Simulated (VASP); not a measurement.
Crystal: SnO.

```
Sn O
1.0
     0.00000    2.11354    2.11354
     2.11354    0.00000    2.11354
     2.11354    2.11354    0.00000
Sn O
1 1
Direct
  0.00000 0.00000 0.00000
  0.50000 0.50000 0.50000
```

| Item | Value |
| --- | --- |
| Program | VASP 6.6.1 |
| Task | relaxation of cell and atoms |
| Functional | PBE |
| Potentials or basis | VASP PAW PBE potentials, release 64 (Sn_d, O_h) |
| Cutoff | 1340 eV |
| k mesh | 8 × 8 × 8 |
| Occupations | gaussian, width 0.1 eV |
| Spin | no spin polarisation |

At the start: pressure 184.7 GPa; volume 9.44 Å³/atom.

Problem. Where does the relaxation end?

Solution. Over 5 steps the energy falls by 2557.3 meV/atom and the volume is 16.69 Å³/atom (+76.8 %); space group Fm-3m (No. 225, to 0.1 Å) before and after.

Step by step:
| step | energy change (eV) | largest force (eV/Å) | pressure (GPa) | volume (Å³) |
| --- | --- | --- | --- | --- |
| 1 | 0.0000 | 0.0000 | 184.75 | 18.88 |
| 2 | -1.5189 | 0.0000 | -23.62 | 67.00 |
| 3 | -5.0681 | 0.0000 | -5.85 | 35.85 |
| 4 | -5.1014 | 0.0000 | -3.30 | 34.69 |
| 5 | -5.1147 | 0.0000 | 0.17 | 33.38 |

Final structure:
```yaml
crystal:
  lattice:
    - [0.00000, 2.55549, 2.55549]
    - [2.55549, 0.00000, 2.55549]
    - [2.55549, 2.55549, 0.00000]
  atoms:
    - { symbol: Sn, position: [0.00000, 0.00000, 0.00000] }
    - { symbol: O, position: [0.50000, 0.50000, 0.50000] }
```

Caveat: the volume moved by over 15 % at a fixed basis, so the end points are rough.
